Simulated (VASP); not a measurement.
A run of VASP 6.6.1:

POSCAR

```
PbO
1.0
    3.9900000000      0.0000000000      0.0000000000
    0.0000000000      3.9900000000      0.0000000000
    0.0000000000      0.0000000000      5.0100000000
Pb O
2 2
Direct
    0.5000000000      0.0000000000      0.7600000000
    0.0000000000      0.5000000000      0.2400000000
    0.5000000000      0.5000000000      0.0000000000
    0.0000000000      0.0000000000      0.0000000000
```

The input INCAR.step1:

```
SYSTEM = PbO
ALGO     = Normal         ! electronic algorithm
EDIFF    = 1E-5           ! SCF threshold, eV
ENCUT    = 660            ! plane-wave cutoff, eV
GGA      = PE             ! functional
GGA_COMPAT= .False.      
ISMEAR   = -1             ! smearing method
KPAR     = 4            
LASPH    = .True.         ! aspherical terms in the spheres
LCHARG   = .False.        ! write CHGCAR
LNONCOLLINEAR= .True.         ! non-collinear magnetism
LREAL    = .False.        ! projectors in reciprocal space
LSORBIT  = .True.         ! spin-orbit coupling
LWAVE    = .True.         ! write WAVECAR
MAGMOM   = 0 0 0 0 0 0 0 0 0 0 0 0 ! initial moments
NBANDS   = 54             ! bands
NELM     = 200            ! most SCF steps
PREC     = Accurate       ! precision mode
SIGMA    = 0.05           ! smearing width, eV
```

File INCAR.step2:

```
SYSTEM = PbO
ALGO     = Normal         ! electronic algorithm
EDIFF    = 1E-6           ! SCF threshold, eV
ENCUT    = 660            ! plane-wave cutoff, eV
GGA_COMPAT= .False.      
ISIF     = 2              ! what is computed and relaxed
ISMEAR   = -1             ! smearing method
ISTART   = 1            
KPAR     = 4            
LASPH    = .True.         ! aspherical terms in the spheres
LCHARG   = .False.        ! write CHGCAR
LMIXTAU  = .True.       
LNONCOLLINEAR= .True.         ! non-collinear magnetism
LORBIT   = 11             ! projections on sites
LORBMOM  = .True.       
LREAL    = .False.        ! projectors in reciprocal space
LSORBIT  = .True.         ! spin-orbit coupling
LWAVE    = .False.        ! write WAVECAR
MAGMOM   = 0 0 0 0 0 0 0 0 0 0 0 0 ! initial moments
METAGGA  = R2SCAN         ! meta-GGA
NBANDS   = 54             ! bands
NELM     = 200            ! most SCF steps
PREC     = Accurate       ! precision mode
SIGMA    = 0.05           ! smearing width, eV
```

KPOINTS

```
k-points
0
Gamma
  7 7 6
  0 0 0
```

Potentials or basis: VASP PAW PBE potentials, release 64 (Pb_d, O).

Launch:

```sh
$ cat potpaw_PBE.64/Pb_d/POTCAR potpaw_PBE.64/O/POTCAR > POTCAR
$ cp INCAR.step1 INCAR
$ mpirun -np 4 vasp_ncl > vasp.out
$ cp INCAR.step2 INCAR
$ mpirun -np 4 vasp_ncl > vasp.out
```

Hardware: 4 MPI ranks on AMD EPYC 9R45 96-Core Processor (Zen 5), on a shared host.

Estimate the wall time of this run.

Wall time 7.9 min on 4 MPI ranks on AMD EPYC 9R45 96-Core Processor (Zen 5) (shared host), peak memory 0.76 GiB a rank. Counts: k points 40.
